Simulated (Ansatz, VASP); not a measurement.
# Two plane-wave programs on Te2I3

```
Te I
1.0
     4.42778    2.55638    3.20564
    -4.42778    2.55638    3.20564
     0.00000   -5.11276    3.20564
Te I
2 3
Cartesian
  0.0000 0.0000 3.1691
  0.0000 0.0000 6.4478
  2.2174 -3.8407 4.8085
  2.2174 3.8407 4.8085
  -4.4348 0.0000 4.8085
```

Change from the starting cell: species swapped into the Ni3Se2 type (R32, No. 155).

Alike in both runs: functional PBE; k mesh 3 × 3 × 3; occupations gaussian, width 0.1 eV; no spin polarisation.

Ansatz relaxed the structure, and its values are those at the end. VASP's run is a single point on that final structure, the one shown.

```csv
,VASP,Ansatz
version,VASP 6.6.1,Ansatz 0.2.0
potentials or method,"VASP PAW PBE potentials, release 64 (Te, I), cutoff 520 eV","scalar-relativistic, plane waves, PAW"
valence electrons in the cell,33,83
```

|  | VASP | Ansatz | Ansatz less VASP |
| --- | --- | --- | --- |
| gap on the k mesh at the Fermi level (eV) | none | none | - |
| pressure (GPa) | 0.0 | 0.1 | +0.04 |
| rms of the force components (eV/Å) | 0.009 | 0.011 | +0.0021 |

A gap of «none» marks a metal or a gap that the smearing closes. The functional is the same, so the differences come from potentials, cutoffs and numerics. VASP's potentials hold 33 valence electrons a cell and Ansatz's 83, so a difference there can come from the potentials and not from the codes.

Neither program's run includes spin-orbit coupling.
